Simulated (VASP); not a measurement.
Write the native input for VASP 6.6.1 that does the following.

```yaml
Task: single point
Functional: PBE
Potentials_or_basis: VASP PAW PBE potentials, release 64 (Mg, O)
Cutoff: 600 eV
k_mesh: 10 × 10 × 10
Occupations: gaussian, width 0.05 eV
Spin: no spin polarisation
Dipole_correction: no
Further_INCAR_settings: ALGO = Normal; EDIFF = 1e-06; NBANDS = 11
```

The structure of MgO lies in POSCAR:

```
MgO
1.0
    0.0000000000      2.0916941252      2.0916941252
    2.0916941252      0.0000000000      2.0916941252
    2.0916941252      2.0916941252      0.0000000000
Mg O
1 1
Direct
    0.0332654605      0.0332654605     -0.0332654605
    0.4494645280      0.4494645280      0.5505354720
```

These files were run (other wordings do the same):

INCAR

```
SYSTEM = MgO
PREC     = Accurate       ! precision mode
ENCUT    = 600            ! plane-wave cutoff, eV
EDIFF    = 1E-6           ! SCF threshold, eV
ISMEAR   = 0              ! smearing method
SIGMA    = 0.05           ! smearing width, eV
LREAL    = .FALSE.        ! projectors in reciprocal space
LASPH    = .TRUE.         ! aspherical terms in the spheres
NELM     = 120            ! most SCF steps
ALGO     = Normal         ! electronic algorithm
ISIF     = 2              ! what is computed and relaxed
LWAVE    = .FALSE.        ! write WAVECAR
LCHARG   = .FALSE.        ! write CHGCAR
GGA      = PE             ! functional
NBANDS   = 11             ! bands
GGA_COMPAT= .FALSE.
```

KPOINTS

```
regular mesh
0
G
  10 10 10
  0 0 0
```

Potentials or basis: VASP PAW PBE potentials, release 64 (Mg, O).

Run with:

```bash
$ cat potpaw_PBE.64/Mg/POTCAR potpaw_PBE.64/O/POTCAR > POTCAR
$ mpirun -np 1 vasp_std > vasp.out
```

It gave:

```
Pressure               : 22.9 GPa
Largest force          : 4.191 eV/Å
Band gap on the k mesh : 4.90 eV, direct
```

Caveat: forces of over 1 eV/Å act on the atoms, so gaps and moduli don't describe the material at rest.

It took 18 s on 1 thread of Intel(R) Xeon(R) Platinum 8259CL CPU @ 2.50GHz (Skylake/Cascade Lake) (shared host), peak memory 0.15 GiB.
